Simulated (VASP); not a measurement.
Crystal: Os.

```
Os
1.0
     2.47227    0.00000    0.00000
     0.00000    2.47227    0.00000
     0.00000    0.00000    2.47227
Os
1
Direct
  0.00000 0.00000 0.00000
```

- Program: VASP 6.6.1
- Task: relaxation of cell and atoms
- Functional: RPBE
- Potentials or basis: VASP PAW PBE potentials, release 64 (Os)
- Cutoff: 600 eV
- k mesh: 13 × 13 × 13
- Occupations: fermi-dirac, width 0.1 eV
- Spin: no spin polarisation

At the start: pressure 38.6 GPa; volume 15.11 Å³/atom.

Question: Where does the relaxation end?

Answer: Over 5 steps the energy falls by 194.8 meV/atom and the volume is 16.91 Å³/atom (+11.9 %); space group Pm-3m (No. 221, to 0.05 Å).

The path:
```csv
step,energy change (eV),largest force (eV/Å),pressure (GPa),volume (Å³)
1,0.0000,0.0000,38.62,15.11
2,1.1486,0.0000,-38.29,24.56
3,-0.1898,0.0000,-4.77,17.24
4,-0.1947,0.0000,-0.80,16.96
5,-0.1948,0.0000,0.01,16.91
```

Final structure:
```
Os
1.0
     2.56679    0.00000    0.00000
     0.00000    2.56679    0.00000
     0.00000    0.00000    2.56679
Os
1
Direct
  0.00000 0.00000 0.00000
```

Caveat: the PAW data sets were made with another functional, which shifts forces and pressure a little.
